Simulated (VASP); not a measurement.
Set up this calculation in VASP 6.6.1, as the native input.

```
Task                   : single point
Functional             : PBEsol
Potentials or basis    : VASP PAW PBE potentials, release 64 (As)
Cutoff                 : 520 eV
k mesh                 : 21 × 21 × 21
Occupations            : fermi-dirac, width 0.1 eV
Spin                   : no spin polarisation
Dipole correction      : no
Further INCAR settings : ALGO = Normal; EDIFF = 1e-06; NBANDS = 8
```

The structure of As lies in POSCAR:

```
As
1.0
    0.0000000000      2.0970515564      2.0970515564
    2.0970515564      0.0000000000      2.0970515564
    2.0970515564      2.0970515564      0.0000000000
As
1
Direct
    0.0000000000      0.0000000000      0.0000000000
```

These files were run (other wordings do the same):

INCAR

```
SYSTEM = As
ALGO = Normal
EDIFF = 1E-6
ENCUT = 520
GGA = PS
ISIF = 2
ISMEAR = -1
LASPH = .TRUE.
LCHARG = .FALSE.
LREAL = .FALSE.
LWAVE = .FALSE.
NBANDS = 8
NELM = 80
PREC = Accurate
SIGMA = 0.1
```

KPOINTS

```
k-points
0
G
  21 21 21
  0 0 0
```

Potentials or basis: VASP PAW PBE potentials, release 64 (As).

Run with:

```bash
$ cat potpaw_PBE.64/As/POTCAR > POTCAR
$ mpirun -np 1 vasp_std > vasp.out
```

Results of the run:

```
Pressure : 0.1 GPa
```

Caveat: the PAW data sets were made with another functional, which shifts forces and pressure a little.

Run time: 20 s on 1 thread of Intel(R) Xeon(R) Platinum 8259CL CPU @ 2.50GHz (Skylake/Cascade Lake), with other jobs on the host, peak memory 0.17 GiB.
